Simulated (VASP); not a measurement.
Write the native input for VASP 6.6.1 that does the following.

| Item | Value |
| --- | --- |
| Task | single point |
| Functional | PBE |
| Potentials or basis | VASP PAW PBE potentials, release 64 (Ta_pv, Si) |
| Cutoff | 520 eV |
| k mesh | 9 × 9 × 6 |
| Occupations | gaussian, width 0.1 eV |
| Spin | no spin polarisation |
| Dipole correction | no |
| Further INCAR settings | ALGO = Normal; EDIFF = 1e-06; NBANDS = 38 |

The structure of TaSi2 lies in POSCAR:

```
TaSi2
1.0
    4.8051009126      0.0000000000      0.0000000000
   -2.4025504563      4.1613394580      0.0000000000
    0.0000000000      0.0000000000      6.5988658829
Ta Si
3 6
Direct
    0.5000000000      0.0000000000      0.5000000000
    0.5000000000      0.5000000000      0.8333333333
    0.0000000000      0.5000000000      0.1666666667
    0.1589199925      0.3178399850      0.5000000000
    0.8410800075      0.1589199925      0.8333333333
    0.6821600150      0.8410800075      0.1666666667
    0.8410800075      0.6821600150      0.5000000000
    0.1589199925      0.8410800075      0.8333333333
    0.3178399850      0.1589199925      0.1666666667
```

These files were run (other wordings do the same):

INCAR

```
PREC = Accurate
ENCUT = 520
EDIFF = 1E-6
ISMEAR = 0
SIGMA = 0.1
LREAL = False
LASPH = True
NELM = 100
ALGO = Normal
ISIF = 2
LWAVE = False
LCHARG = False
GGA = PE
NBANDS = 38
```

KPOINTS

```
regular mesh
0
Gamma
  9 9 6
```

Potentials or basis: VASP PAW PBE potentials, release 64 (Ta_pv, Si).

The run is started by

```sh
$ cat potpaw_PBE.64/Ta_pv/POTCAR potpaw_PBE.64/Si/POTCAR > POTCAR
$ mpirun -np 1 vasp_std > vasp.out
```

Results of the run:

| Item | Value |
| --- | --- |
| Pressure | 0.1 GPa |
| Largest force | 0.004 eV/Å |

It took 100 s on 1 thread of AMD EPYC 9R45 96-Core Processor (Zen 5), on a shared host, peak memory 0.32 GiB.
